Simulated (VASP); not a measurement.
# P (P6_3/mmc) in VASP: notebook

Runs on P. Level: PBE. Tasks: single point.

Everything below comes from runs of VASP 6.6.1. Logs are shortened: lines on timing, memory, paths and dates and some standing lists are left out, and cuts for length are marked.

## Step 1: The cell of the first run

The structure is hexagonal, space group P6_3/mmc (No. 194). Conventional cell: a = 2.660 Å, b = 2.660 Å, c = 4.510 Å, α = 90.00°, β = 90.00°, γ = 120.00°. P (site symmetry -6m2) has 12 P at 2.66 to 2.73 Å within 3.5 Å.

This isn't the form of P at room conditions, which is orthorhombic.

## Step 2: Single point, PBE (13.81 Å³/atom)

INCAR

```
SYSTEM = P
PREC = Accurate
ENCUT = 520
EDIFF = 1E-6
ISMEAR = -1
SIGMA = 0.05
LREAL = .False.
LASPH = .True.
NELM = 100
ALGO = Normal
ISIF = 2
LWAVE = .False.
LCHARG = .False.
GGA = PE
NBANDS = 12
```

KPOINTS

```
Automatic mesh
0
Gamma
  15 15 8
  0 0 0
```

POSCAR

```
P
1.0
    2.6595197626      0.0000000000      0.0000000000
   -1.3297598813      2.3032116763      0.0000000000
    0.0000000000      0.0000000000      4.5099155578
P
2
Direct
    0.3333333333      0.6666666667      0.2500000000
    0.6666666667      0.3333333333      0.7500000000
```

Potentials or basis: VASP PAW PBE potentials, release 64 (P).

Started as:

```sh
$ cat potpaw_PBE.64/P/POTCAR > POTCAR
$ mpirun -np 1 vasp_std > vasp.out
```

OUTCAR:

```text
SYSTEM = P
   PREC = Accurate
   ENCUT = 520
   EDIFF = 1E-6
   ISMEAR = -1
   LREAL = .False.
   LASPH = .True.
   NELM = 100
   ISIF = 2
   GGA = PE

 ion  position               nearest neighbor table
   1  0.333  0.667  0.250-   2 2.73   2 2.73   2 2.73   2 2.73   2 2.73   2 2.73
   2  0.667  0.333  0.750-   1 2.73   1 2.73   1 2.73   1 2.73   1 2.73   1 2.73

  LATTYP: Found a hexagonal cell.
 ALAT       =     2.6595197626
 C/A-ratio  =     1.6957631303

  Lattice vectors:

 A1 = (   2.6595197626,   0.0000000000,   0.0000000000)
 A2 = (  -1.3297598813,   2.3032116763,   0.0000000000)
 A3 = (   0.0000000000,   0.0000000000,   4.5099155578)

Analysis of symmetry for initial positions (statically):
=====================================================================
 Subroutine PRICEL returns:
 Original cell was already a primitive cell.

 Routine SETGRP: Setting up the symmetry group for a
 hexagonal supercell.

 Subroutine GETGRP returns: Found 24 space group operations
 (whereof 12 operations were pure point group operations)
 out of a pool of 24 trial point group operations.

The static configuration has the point symmetry D_3d.
 The point group associated with its full space group is D_6h.

Analysis of symmetry for dynamics (positions and initial velocities):
=====================================================================
 Subroutine PRICEL returns:
 Original cell was already a primitive cell.

 Routine SETGRP: Setting up the symmetry group for a
 hexagonal supercell.

 Subroutine GETGRP returns: Found 24 space group operations
 (whereof 12 operations were pure point group operations)
 out of a pool of 24 trial point group operations.

The dynamic configuration has the point symmetry D_3d.
 The point group associated with its full space group is D_6h.

 Subroutine INISYM returns: Found 24 space group operations
 (whereof 12 operations are pure point group operations),
 and found     1 'primitive' translations

----------------------------------------------------------------------------------------

                                     Primitive cell

  volume of cell :      27.6252

  direct lattice vectors                    reciprocal lattice vectors
     2.659519763  0.000000000  0.000000000     0.376007734  0.217088167  0.000000000
    -1.329759881  2.303211676  0.000000000     0.000000000  0.434176333  0.000000000
[... 93 lines left out ...]
   POTIM  = 0.5000    time-step for ionic-motion
   TEBEG  =    0.0;   TEEND  =   0.0 temperature during run
   PSTRESS=    0.0 pullay stress
   NELECT =      10.0000    total number of electrons
   NUPDOWN=      -1.0000    fix difference up-down
   EMIN   =  10.00;   EMAX   =-10.00  energy-range for DOS
   EFERMI =   0.00;   METHOD = LEGACY
   ISMEAR =    -1;   SIGMA  =   0.05  broadening in eV -4-tet -1-fermi 0-gaus
   EFERMI_NEDOS =   21; number of points for ismear=-14 and -15
   IALGO  =     38    algorithm
   IMIX   =      4    mixing-type and parameters
     AMIX     =   0.40;   BMIX     =  1.00
     AMIX_MAG =   1.60;   BMIX_MAG =  1.00
  volume/ion in A,a.u.               =      13.81        93.21
  Fermi-wavevector in a.u.,A,eV,Ry     =   1.166737  2.204813 18.521277  1.361275
  Thomas-Fermi vector in A             =   2.303246
   LORBIT       =      0    0 simple, 1 ext, 2 COOP (PROOUT), +10 PAW based schemes
   GGA     = PE    functional components
   LHFCALC =     F    Hartree Fock is set to
   AEXX    =    0.0000 exact exchange contribution
   IVDW    =     0    specifies the selected vdW correction
   LEPSILON=     F    determine dielectric tensor
   LRPA    =     F    only Hartree local field effects (RPA)
 non-spin polarized calculation
  energy-cutoff  :      520.00
  volume of cell :       27.63
 maximum number of plane-waves:       771
 NGX is ok and might be reduce to    20
   NGX =  9   NGY =  9   NGZ = 17

 number of electron      10.0000000 magnetization

 number of electron       9.9999998 magnetization

 Free energy of the ion-electron system (eV)
  ---------------------------------------------------
  ext. energy  EPLUGINS =         0.00000000
  ---------------------------------------------------
  free energy    TOTEN  =        -9.11353896 eV

  energy without entropy =       -9.10634121  energy(sigma->0) =       -9.10994009

 E-fermi :  10.5836     XC(G=0): -11.7080

 val. band max:       10.5681472597   @ k =   0.4667   0.0667   0.0000
 cond. band min:      10.5945492874   @ k =   0.2667   0.2000   0.2500
 fundamental gap:      0.0264020277
 Fermi energy:        10.5836305237

 k-point     1 :       0.0000    0.0000    0.0000
  band No.  band energies     occupation
      1      -6.3479      2.00000
      2      -0.6788      2.00000
      3       1.9804      2.00000
      4      16.0846      0.00000
      5      16.0846      0.00000
      6      17.1675      0.00000
      7      17.8110      0.00000
      8      17.8110      0.00000
      9      21.0641      0.00000
     10      21.8373      0.00000
     11      22.5977      0.00000
     12      22.5977      0.00000
[... 331 lines left out ...]
 k-point    24 :       0.4000    0.2000    0.0000
  band No.  band energies     occupation
      1       0.3182      2.00000
      2       1.5125      2.00000
      3       5.7001      2.00000
      4       6.9366      2.00000
      5       7.2106      2.00000
      6       7.9843      2.00000
      7       9.8422      2.00000
      8      11.4654      0.00000
      9      15.6295      0.00000
     10      21.6509      0.00000
     11      24.6691      0.00000
     12      26.1632      0.00000

 [... further k-points ...]

------------------------ aborting loop because EDIFF is reached ----------------------------------------

  FORCE on cell =-STRESS in cart. coord.  units (eV):
  Direction    XX          YY          ZZ          XY          YZ          ZX
  --------------------------------------------------------------------------------------
  -------------------------------------------------------------------------------------
  Total        0.8660423      0.8660423      0.8356551     -0.0000000     -0.0000000      0.0000000
  in kB       50.2278071     50.2278071     48.4654388     -0.0000000     -0.0000000      0.0000000
  external PRESSURE =      49.6403510 kB  Pullay stress =       0.0000000 kB

 VOLUME and BASIS-vectors are now :
 -----------------------------------------------------------------------------
  energy-cutoff  :      520.00
  volume of cell :       27.63
      direct lattice vectors                 reciprocal lattice vectors
     2.659519763  0.000000000  0.000000000     0.376007734  0.217088167  0.000000000
    -1.329759881  2.303211676  0.000000000     0.000000000  0.434176333  0.000000000
     0.000000000  0.000000000  4.509915558     0.000000000  0.000000000  0.221733642

 POSITION                                       TOTAL-FORCE (eV/Angst)
 -----------------------------------------------------------------------------------
     -0.00000      1.53547      1.12748         0.000000     -0.000000      0.000000
      1.32976      0.76774      3.38244        -0.000000      0.000000      0.000000
 -----------------------------------------------------------------------------------
    total drift:                               -0.000000      0.000000      0.000000

  FREE ENERGIE OF THE ION-ELECTRON SYSTEM (eV)
  ---------------------------------------------------
  free  energy   TOTEN  =        -9.1135389636 eV

  energy  without entropy=       -9.1063412074  energy(sigma->0) =       -9.10994009
```

stdout:

```text
POSCAR found type information on POSCAR P
 POSCAR found :  1 types and       2 ions
 scaLAPACK will be used
 LDA part: xc-table for (Slater+PW92), standard interpolation
 POSCAR, INCAR and KPOINTS ok, starting setup
 FFT: planning ... GRIDC
 FFT: planning ... GRID_SOFT
 FFT: planning ... GRID
 WAVECAR not read
 entering main loop
```

It took 12 s on 1 thread of Intel Xeon 6975P-C (Granite Rapids), shared host; peak memory 0.15 GiB.

Results:

* Free energy: -9.1135 eV
* Pressure: 5.0 GPa
* Band gap on the k mesh: zero (bands 5 and 6 overlap by 11.53 eV)

Levels at points of the mesh, in eV from the Fermi level:
| k point | band 1 | band 2 | band 3 | band 4 | band 5 | band 6 | band 7 | band 8 | band 9 | band 10 |
| --- | --- | --- | --- | --- | --- | --- | --- | --- | --- | --- |
| (0.00, 0.00, 0.00) | -16.93 | -11.26 | -8.60 | 5.50 | 5.50 | 6.58 | 7.23 | 7.23 | 10.48 | 11.25 |
| (0.00, 0.00, 0.50) | -15.23 | -15.23 | -1.58 | -1.58 | 6.46 | 6.46 | 6.46 | 6.46 | 11.48 | 11.48 |

Caveat: the cell stands under pressure.

## Step 3: Single point, PBE (14.18 Å³/atom)

This run uses another cell than the first one, of 14.18 Å³/atom.

INCAR

```
PREC = Accurate
ENCUT = 520
EDIFF = 1E-6
ISMEAR = -1
SIGMA = 0.05
LREAL = False
LASPH = True
NELM = 80
ALGO = Normal
ISIF = 2
LWAVE = False
LCHARG = False
GGA = PE
NBANDS = 12
```

KPOINTS

```
regular mesh
0
Gamma
  15 15 8
```

POSCAR

```
P
1.0
    2.6826471823      0.0000000000      0.0000000000
   -1.3413235911      2.3232406092      0.0000000000
    0.0000000000      0.0000000000      4.5491341834
P
2
Direct
    0.3333333333      0.6666666667      0.2500000000
    0.6666666667      0.3333333333      0.7500000000
```

Potentials or basis: VASP PAW PBE potentials, release 64 (P).

Started as:

```sh
$ cat potpaw_PBE.64/P/POTCAR > POTCAR
$ mpirun -np 1 vasp_std > vasp.out
```

Run time: 9.8 s. Hardware: 1 thread of Intel Xeon 6975P-C (Granite Rapids), shared host; peak memory 0.15 GiB.

The run converged. Its results:

* Free energy: -9.1298 eV
* Pressure: 2.2 GPa
* Band gap on the k mesh: zero (bands 5 and 6 overlap by 11.17 eV)

Levels at points of the mesh, in eV from the Fermi level:
```
           k point  band 1  band 2  band 3  band 4  band 5  band 6  band 7  band 8  band 9  band 10
(0.00, 0.00, 0.00)  -16.66  -11.16   -8.39    5.31    5.31    6.35    7.00    7.00   10.44    11.05
(0.00, 0.00, 0.50)  -14.99  -14.99   -1.57   -1.57    6.23    6.23    6.23    6.23   11.41    11.41
```

## Step 4: Single point, PBE (14.90 Å³/atom)

This run uses another cell than the first one, of 14.90 Å³/atom.

INCAR, as its differences from that of step 3:

```diff
@@ -7,3 +7,3 @@
 LASPH = True
-NELM = 80
+NELM = 100
 ALGO = Normal
```

KPOINTS is that of step 3.

POSCAR

```
P
1.0
    2.7277421120      0.0000000000      0.0000000000
   -1.3638710560      2.3622939640      0.0000000000
    0.0000000000      0.0000000000      4.6256045026
P
2
Direct
    0.3333333333      0.6666666667      0.2500000000
    0.6666666667      0.3333333333      0.7500000000
```

Started as:

```sh
$ cat potpaw_PBE.64/P/POTCAR > POTCAR
$ mpirun -np 1 vasp_std > vasp.out
```

Wall time 10 s (1 thread of Intel Xeon 6975P-C (Granite Rapids), shared host); peak memory 0.15 GiB.

Results (log left out):

- Free energy: -9.1290 eV
- Pressure: -2.3 GPa
- Band gap on the k mesh: zero (bands 5 and 6 overlap by 10.48 eV)

Stress tensor (GPa, compression positive):
```
-2.33  0.00  0.00
 0.00 -2.33  0.00
 0.00  0.00 -2.21
```

Levels at points of the mesh, in eV from the Fermi level:
```tsv
k point	band 1	band 2	band 3	band 4	band 5	band 6	band 7	band 8	band 9	band 10
(0.00, 0.00, 0.00)	-16.15	-10.97	-7.98	4.98	4.98	5.92	6.58	6.58	10.37	10.69
(0.00, 0.00, 0.50)	-14.55	-14.55	-1.52	-1.52	5.83	5.83	5.83	5.83	11.31	11.31
```

## Step 5: Summary

```csv
cell,gap on the mesh (eV),pressure (GPa)
"a = 2.660, b = 2.660, c = 4.510 Å, angles 90.0, 90.0, 120.0°, 2 atoms",none,5.0
"a = 2.683, b = 2.683, c = 4.549 Å, angles 90.0, 90.0, 120.0°, 2 atoms",none,2.2
"a = 2.728, b = 2.728, c = 4.626 Å, angles 90.0, 90.0, 120.0°, 2 atoms",none,-2.3
```

Alike in all rows: task single point; level PBE; potentials or basis VASP PAW PBE potentials, release 64 (P); no spin polarisation; k mesh 15 × 15 × 8; cutoff (eV) 520; smearing fermi-dirac 0.05 eV.

Caveats: the cell stands under pressure (at least some runs).

Total energies depend on the potentials used, so only differences within one code and one set of settings carry meaning.
